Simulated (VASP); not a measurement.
# Br (Fm-3m) in VASP: notebook

The runs below take Br through single point, with r2SCAN.

Everything below comes from runs of VASP 6.6.1. Logs are shortened: lines on timing, memory, paths and dates and some standing lists are left out, and cuts for length are marked.

### Step 1. The cell of the first run

The structure is cubic, space group Fm-3m (No. 225). Conventional cell: a = 4.690 Å, b = 4.690 Å, c = 4.690 Å, α = 90.00°, β = 90.00°, γ = 90.00°. Within 4.4 Å of Br (site symmetry m-3m) lie 12 Br at 3.32 Å.

### Step 2. Single point, r2SCAN

POSCAR

```
Br
1.0
    0.0000000000      2.3448233276      2.3448233276
    2.3448233276      0.0000000000      2.3448233276
    2.3448233276      2.3448233276      0.0000000000
Br
1
Direct
    0.0000000000      0.0000000000      0.0000000000
```

INCAR.step1

```
SYSTEM = Br
PREC = Accurate
ENCUT = 520
ISMEAR = -1
SIGMA = 0.05
LREAL = .False.
LASPH = .True.
NELM = 100
NBANDS = 10
GGA = PE
ALGO = Normal
EDIFF = 1E-4
LWAVE = .True.
LCHARG = .False.
```

INCAR.step2

```
SYSTEM = Br
PREC = Accurate
ENCUT = 520
EDIFF = 1E-6
ISMEAR = -1
SIGMA = 0.05
LREAL = .False.
LASPH = .True.
NELM = 100
ALGO = Normal
ISIF = 2
LWAVE = .False.
LCHARG = .False.
METAGGA = R2SCAN
LMIXTAU = .True.
NBANDS = 10
ISTART = 1
```

KPOINTS

```
regular mesh
0
Gamma
  9 9 9
  0 0 0
```

Potentials or basis: VASP PAW PBE potentials, release 64 (Br).

Launch:

```console
cat potpaw_PBE.64/Br/POTCAR > POTCAR
cp INCAR.step1 INCAR
mpirun -np 1 vasp_std > vasp.out
cp INCAR.step2 INCAR
mpirun -np 1 vasp_std > vasp.out
```

OUTCAR:

```text
SYSTEM = Br
   PREC = Accurate
   ENCUT = 520
   EDIFF = 1E-6
   ISMEAR = -1
   LREAL = .False.
   LASPH = .True.
   NELM = 100
   ISIF = 2
   METAGGA = R2SCAN
   ISTART = 1

 ion  position               nearest neighbor table
   1  0.000  0.000  0.000-

  LATTYP: Found a face centered cubic cell.
 ALAT       =     4.6896466552

  Lattice vectors:

 A1 = (   0.0000000000,   2.3448233276,   2.3448233276)
 A2 = (   2.3448233276,   0.0000000000,   2.3448233276)
 A3 = (   2.3448233276,   2.3448233276,   0.0000000000)

Analysis of symmetry for initial positions (statically):
=====================================================================
 Subroutine PRICEL returns:
 Original cell was already a primitive cell.

 Routine SETGRP: Setting up the symmetry group for a
 face centered cubic supercell.

 Subroutine GETGRP returns: Found 48 space group operations
 (whereof 48 operations were pure point group operations)
 out of a pool of 48 trial point group operations.

The static configuration has the point symmetry O_h .

Analysis of symmetry for dynamics (positions and initial velocities):
=====================================================================
 Subroutine PRICEL returns:
 Original cell was already a primitive cell.

 Routine SETGRP: Setting up the symmetry group for a
 face centered cubic supercell.

 Subroutine GETGRP returns: Found 48 space group operations
 (whereof 48 operations were pure point group operations)
 out of a pool of 48 trial point group operations.

The dynamic configuration has the point symmetry O_h .

 Subroutine INISYM returns: Found 48 space group operations
 (whereof 48 operations are pure point group operations),
 and found     1 'primitive' translations

----------------------------------------------------------------------------------------

                                     Primitive cell

  volume of cell :      25.7846

  direct lattice vectors                    reciprocal lattice vectors
     0.000000000  2.344823328  2.344823328    -0.213235681  0.213235681  0.213235681
     2.344823328  0.000000000  2.344823328     0.213235681 -0.213235681  0.213235681
     2.344823328  2.344823328  0.000000000     0.213235681  0.213235681 -0.213235681

  length of vectors
     3.316080951  3.316080951  3.316080951     0.369335034  0.369335034  0.369335034

  position of ions in fractional coordinates (direct lattice)
     0.000000000  0.000000000  0.000000000

  ion indices of the primitive-cell ions
   primitive index   ion index
                 1           1

----------------------------------------------------------------------------------------

 KPOINTS: regular mesh

Automatic generation of k-mesh.
 Grid dimensions read from file:
 generate k-points for:    9    9    9

 Generating k-lattice:

  Cartesian coordinates                     Fractional coordinates (reciprocal lattice)
    -0.023692853  0.023692853  0.023692853     0.111111111  0.000000000  0.000000000
     0.023692853 -0.023692853  0.023692853     0.000000000  0.111111111  0.000000000
     0.023692853  0.023692853 -0.023692853     0.000000000  0.000000000  0.111111111

  Length of vectors
     0.041037226  0.041037226  0.041037226

  Shift w.r.t. Gamma in fractional coordinates (k-lattice)
     0.000000000  0.000000000  0.000000000

 Subroutine IBZKPT returns following result:
 ===========================================

 Found     35 irreducible k-points:

 Following reciprocal coordinates:
            Coordinates               Weight
  0.000000  0.000000  0.000000      1.000000
  0.111111  0.000000  0.000000      8.000000
  0.222222  0.000000  0.000000      8.000000
  0.333333  0.000000  0.000000      8.000000
  0.444444  0.000000  0.000000      8.000000
  0.111111  0.111111  0.000000      6.000000
[... 16 lines left out ...]
 -0.333333  0.333333  0.000000     12.000000
  0.444444  0.444444  0.000000      6.000000
 [... further k-points ...]
   k-points           NKPTS =     35   k-points in BZ     NKDIM =     35   number of bands    NBANDS=     10
   number of dos      NEDOS =    301   number of ions     NIONS =      1
   total plane-waves  NPLWV =  21952
   dimension x,y,z NGX =    28 NGY =   28 NGZ =   28
   dimension x,y,z NGXF=    56 NGYF=   56 NGZF=   56
   ions per type =               1
   NGX,Y,Z   is equivalent  to a cutoff of  14.04, 14.04, 14.04 a.u.
   NGXF,Y,Z  is equivalent  to a cutoff of  28.07, 28.07, 28.07 a.u.
 SYSTEM =  Br
   PREC   = accura    normal or accurate (medium, high low for compatibility)
   ISTART =      1    job   : 0-new  1-cont  2-samecut
   ICHARG =      0    charge: 1-file 2-atom 10-const
   ISPIN  =      1    spin polarized calculation?
   LNONCOLLINEAR =      F non collinear calculations
   LSORBIT =      F    spin-orbit coupling
   LASPH  =      T    aspherical Exc in radial PAW
   ENCUT  =  520.0 eV  38.22 Ry    6.18 a.u.   6.17  6.17  6.17*2*pi/ulx,y,z
   NELM   =    100;   NELMIN=  2; NELMDL=  0     # of ELM steps
   EDIFF  = 0.1E-05   stopping-criterion for ELM
   LREAL  =      F    real-space projection
   EDIFFG = 0.1E-04   stopping-criterion for IOM
   NSW    =      0    number of steps for IOM
   IBRION =     -1    ionic relax: 0-MD 1-quasi-New 2-CG
   NFREE  =      0    steps in history (QN), initial steepest desc. (CG)
   ISIF   =      2    stress and relaxation
   ISYM   =      2    0-nonsym 1-usesym 2-fastsym
   POTIM  = 0.5000    time-step for ionic-motion
   TEBEG  =    0.0;   TEEND  =   0.0 temperature during run
   PSTRESS=    0.0 pullay stress
   NELECT =       7.0000    total number of electrons
   NUPDOWN=      -1.0000    fix difference up-down
   EMIN   =  10.00;   EMAX   =-10.00  energy-range for DOS
   EFERMI =   0.00;   METHOD = LEGACY
   ISMEAR =    -1;   SIGMA  =   0.05  broadening in eV -4-tet -1-fermi 0-gaus
   EFERMI_NEDOS =   21; number of points for ismear=-14 and -15
   IALGO  =     38    algorithm
   IMIX   =      4    mixing-type and parameters
     AMIX     =   0.40;   BMIX     =  1.00
     AMIX_MAG =   1.60;   BMIX_MAG =  1.00
  volume/ion in A,a.u.               =      25.78       174.00
  Fermi-wavevector in a.u.,A,eV,Ry     =   1.060036  2.003178 15.288552  1.123677
  Thomas-Fermi vector in A             =   2.195403
   LORBIT       =      0    0 simple, 1 ext, 2 COOP (PROOUT), +10 PAW based schemes
   METAGGA = R2SCAN    functional components
   LHFCALC =     F    Hartree Fock is set to
   AEXX    =    0.0000 exact exchange contribution
   IVDW    =     0    specifies the selected vdW correction
   LEPSILON=     F    determine dielectric tensor
   LRPA    =     F    only Hartree local field effects (RPA)
 non-spin polarized calculation
  energy-cutoff  :      520.00
  volume of cell :       25.78
 maximum number of plane-waves:       725
 NGX is ok and might be reduce to    28
   NGX = 13   NGY = 13   NGZ = 13

 number of electron       6.9999999 magnetization

 Free energy of the ion-electron system (eV)
  ---------------------------------------------------
  ext. energy  EPLUGINS =         0.00000000
  ---------------------------------------------------
  free energy    TOTEN  =       -12.56386617 eV

  energy without entropy =      -12.54832867  energy(sigma->0) =      -12.55609742

 E-fermi :   1.4036     XC(G=0):  -9.8555

 val. band max:        1.4003406448   @ k =  -0.3333   0.2222   0.0000
 cond. band min:       1.4094564874   @ k =   0.4444   0.1111   0.0000
 fundamental gap:      0.0091158426
 Fermi energy:         1.4036338000

 k-point     1 :       0.0000    0.0000    0.0000
  band No.  band energies     occupation
      1     -14.5562      2.00000
      2       2.3180      0.00000
      3       2.3180      0.00000
      4       2.3180      0.00000
      5      10.5591      0.00000
      6      14.7256      0.00000
      7      14.7256      0.00000
      8      14.7256      0.00000
      9      19.0482      0.00000
     10      19.0482      0.00000

 k-point     2 :       0.1111    0.0000    0.0000
  band No.  band energies     occupation
      1     -14.4137      2.00000
      2       1.4289      0.75234
      3       2.2268      0.00000
      4       2.2268      0.00000
      5      11.2601      0.00000
      6      14.2013      0.00000
      7      15.0106      0.00000
      8      15.0106      0.00000
      9      18.3306      0.00000
     10      18.3306      0.00000

 k-point     3 :       0.2222    0.0000    0.0000
  band No.  band energies     occupation
      1     -14.0221      2.00000
      2      -0.3944      2.00000
      3       2.0107      0.00001
      4       2.0107      0.00001
      5      11.5836      0.00000
      6      14.8250      0.00000
      7      15.1757      0.00000
      8      15.1757      0.00000
      9      18.1215      0.00000
     10      18.1215      0.00000

 k-point     4 :       0.3333    0.0000    0.0000
  band No.  band energies     occupation
      1     -13.5066      2.00000
      2      -2.1394      2.00000
      3       1.7867      0.00094
      4       1.7867      0.00094
      5      11.0299      0.00000
      6      14.5749      0.00000
      7      14.5749      0.00000
      8      16.5504      0.00000
      9      19.6480      0.00000
     10      19.7507      0.00000
[... 222 lines left out ...]
 k-point    22 :      -0.4444    0.3333    0.0000
  band No.  band energies     occupation
      1     -12.6087      2.00000
      2      -2.3666      2.00000
      3      -0.9242      2.00000
      4       0.6298      2.00000
      5       9.7685      0.00000
      6      12.3961      0.00000
      7      17.7292      0.00000
      8      18.4907      0.00000
      9      22.2859      0.00000
     10      22.3334      0.00000

 k-point    23 :      -0.3333    0.3333    0.0000
  band No.  band energies     occupation
      1     -12.6586      2.00000
      2      -1.8732      2.00000
      3      -1.7064      2.00000
      4       0.9591      1.99972
      5      10.4685      0.00000
      6      14.3428      0.00000
      7      16.3697      0.00000
      8      17.3341      0.00000
      9      20.1066      0.00000
     10      21.2854      0.00000

 k-point    24 :       0.4444    0.4444    0.0000
  band No.  band energies     occupation
      1     -12.6166      2.00000
      2      -2.6991      2.00000
      3       0.2990      2.00000
      4       0.2990      2.00000
      5       8.7561      0.00000
      6       9.9537      0.00000
      7      21.2669      0.00000
      8      22.4895      0.00000
      9      22.4895      0.00000
     10      22.6117      0.00000

 [... further k-points ...]

------------------------ aborting loop because EDIFF is reached ----------------------------------------

  FORCE on cell =-STRESS in cart. coord.  units (eV):
  Direction    XX          YY          ZZ          XY          YZ          ZX
  --------------------------------------------------------------------------------------
  -------------------------------------------------------------------------------------
  Total        0.0437625      0.0437625      0.0437625     -0.0000000      0.0000000     -0.0000000
  in kB        2.7192681      2.7192681      2.7192681     -0.0000000      0.0000000     -0.0000000
  external PRESSURE =       2.7192681 kB  Pullay stress =       0.0000000 kB

 VOLUME and BASIS-vectors are now :
 -----------------------------------------------------------------------------
  energy-cutoff  :      520.00
  volume of cell :       25.78
      direct lattice vectors                 reciprocal lattice vectors
     0.000000000  2.344823328  2.344823328    -0.213235681  0.213235681  0.213235681
     2.344823328  0.000000000  2.344823328     0.213235681 -0.213235681  0.213235681
     2.344823328  2.344823328  0.000000000     0.213235681  0.213235681 -0.213235681

 POSITION                                       TOTAL-FORCE (eV/Angst)
 -----------------------------------------------------------------------------------
      0.00000      0.00000      0.00000        -0.000000      0.000000     -0.000000
 -----------------------------------------------------------------------------------
    total drift:                                0.000000      0.000000      0.000000

  FREE ENERGIE OF THE ION-ELECTRON SYSTEM (eV)
  ---------------------------------------------------
  free  energy   TOTEN  =       -12.5638661697 eV

  energy  without entropy=      -12.5483286738  energy(sigma->0) =      -12.55609742
```

It took 41 s on 1 thread of Intel Xeon 8259CL, shared host; peak memory 0.16 GiB.

What came out:

```yaml
Free_energy: -12.5639 eV
Pressure: 0.3 GPa
Band_gap_on_the_k_mesh: zero (an odd number of electrons rules out a gap without spin polarisation)
```

Levels at points of the mesh, in eV from the Fermi level:
```tsv
k point	band 1	band 2	band 3	band 4	band 5	band 6	band 7	band 8
(0.00, 0.00, 0.00)	-15.96	0.91	0.91	0.91	9.16	13.32	13.32	13.32
```

Caveat: the PAW data sets were made with another functional, which shifts forces and pressure a little; an odd number of electrons without spin polarisation forces a metal; a magnetic or distorted state may lie lower.

### Step 3. Single point, r2SCAN

This run uses another cell than the first one, of 26.31 Å³/atom.

POSCAR

```
Br
1.0
    0.0000000000      2.3605082308      2.3605082308
    2.3605082308      0.0000000000      2.3605082308
    2.3605082308      2.3605082308      0.0000000000
Br
1
Direct
    0.0000000000      0.0000000000      0.0000000000
```

INCAR.step1

```
SYSTEM = Br
ALGO = Normal
EDIFF = 1E-4
ENCUT = 520
GGA = PE
ISMEAR = -1
LASPH = .True.
LCHARG = .False.
LREAL = .False.
LWAVE = .True.
NBANDS = 10
NELM = 100
PREC = Accurate
SIGMA = 0.05
```

INCAR.step2

```
SYSTEM = Br
ALGO = Normal
EDIFF = 1E-7
ENCUT = 520
ISIF = 2
ISMEAR = -1
ISTART = 1
LASPH = .True.
LCHARG = .False.
LMIXTAU = .True.
LREAL = .False.
LWAVE = .False.
METAGGA = R2SCAN
NBANDS = 10
NELM = 100
PREC = Accurate
SIGMA = 0.05
```

KPOINTS

```
k-points
0
Gamma
  9 9 9
  0 0 0
```

Potentials or basis: VASP PAW PBE potentials, release 64 (Br).

Launch:

```console
cat potpaw_PBE.64/Br/POTCAR > POTCAR
cp INCAR.step1 INCAR
mpirun -np 1 vasp_std > vasp.out
cp INCAR.step2 INCAR
mpirun -np 1 vasp_std > vasp.out
```

OUTCAR:

```text
SYSTEM = Br
   EDIFF = 1E-7
   ENCUT = 520
   ISIF = 2
   ISMEAR = -1
   ISTART = 1
   LASPH = .True.
   LREAL = .False.
   METAGGA = R2SCAN
   NELM = 100
   PREC = Accurate

 ion  position               nearest neighbor table
   1  0.000  0.000  0.000-

  LATTYP: Found a face centered cubic cell.
 ALAT       =     4.7210164616

  Lattice vectors:

 A1 = (   0.0000000000,   2.3605082308,   2.3605082308)
 A2 = (   2.3605082308,   0.0000000000,   2.3605082308)
 A3 = (   2.3605082308,   2.3605082308,   0.0000000000)

Analysis of symmetry for initial positions (statically):
=====================================================================
 Subroutine PRICEL returns:
 Original cell was already a primitive cell.

 Routine SETGRP: Setting up the symmetry group for a
 face centered cubic supercell.

 Subroutine GETGRP returns: Found 48 space group operations
 (whereof 48 operations were pure point group operations)
 out of a pool of 48 trial point group operations.

The static configuration has the point symmetry O_h .

Analysis of symmetry for dynamics (positions and initial velocities):
[... 162 lines left out ...]
 Fermi energy:         1.1857819641

 k-point     1 :       0.0000    0.0000    0.0000
  band No.  band energies     occupation
      1     -14.6426      2.00000
      2       2.0669      0.00000
      3       2.0669      0.00000
      4       2.0669      0.00000
      5      10.2140      0.00000
      6      14.5072      0.00000
      7      14.5072      0.00000
      8      14.5072      0.00000
      9      18.7551      0.00000
     10      18.7551      0.00000
[... 287 lines left out ...]
 k-point    24 :       0.4444    0.4444    0.0000
  band No.  band energies     occupation
      1     -12.7947      2.00000
      2      -2.7892      2.00000
      3       0.1200      2.00000
      4       0.1200      2.00000
      5       8.6026      0.00000
      6       9.8077      0.00000
      7      20.7843      0.00000
      8      22.1087      0.00000
      9      22.1087      0.00000
     10      22.2519      0.00000

 [... further k-points ...]

------------------------ aborting loop because EDIFF is reached ----------------------------------------

  FORCE on cell =-STRESS in cart. coord.  units (eV):
  Direction    XX          YY          ZZ          XY          YZ          ZX
  --------------------------------------------------------------------------------------
  -------------------------------------------------------------------------------------
  Total       -0.0617263     -0.0617263     -0.0617263     -0.0000000     -0.0000000      0.0000000
  in kB       -3.7595340     -3.7595340     -3.7595340     -0.0000000     -0.0000000      0.0000000
  external PRESSURE =      -3.7595340 kB  Pullay stress =       0.0000000 kB

 VOLUME and BASIS-vectors are now :
 -----------------------------------------------------------------------------
  energy-cutoff  :      520.00
  volume of cell :       26.31
      direct lattice vectors                 reciprocal lattice vectors
     0.000000000  2.360508231  2.360508231    -0.211818791  0.211818791  0.211818791
     2.360508231  0.000000000  2.360508231     0.211818791 -0.211818791  0.211818791
     2.360508231  2.360508231  0.000000000     0.211818791  0.211818791 -0.211818791

 POSITION                                       TOTAL-FORCE (eV/Angst)
 -----------------------------------------------------------------------------------
      0.00000      0.00000      0.00000         0.000000      0.000000      0.000000
 -----------------------------------------------------------------------------------
    total drift:                                0.000000      0.000000      0.000000

  FREE ENERGIE OF THE ION-ELECTRON SYSTEM (eV)
  ---------------------------------------------------
  free  energy   TOTEN  =       -12.5637177534 eV

  energy  without entropy=      -12.5477833334  energy(sigma->0) =      -12.55575054
```

Wall time 56 s (1 thread of Intel Xeon 8259CL, shared host); peak memory 0.16 GiB.

What came out:

```yaml
Free_energy: -12.5637 eV
Pressure: -0.4 GPa
Band_gap_on_the_k_mesh: zero (an odd number of electrons rules out a gap without spin polarisation)
```

Caveat: the PAW data sets were made with another functional, which shifts forces and pressure a little; an odd number of electrons without spin polarisation forces a metal; a magnetic or distorted state may lie lower.
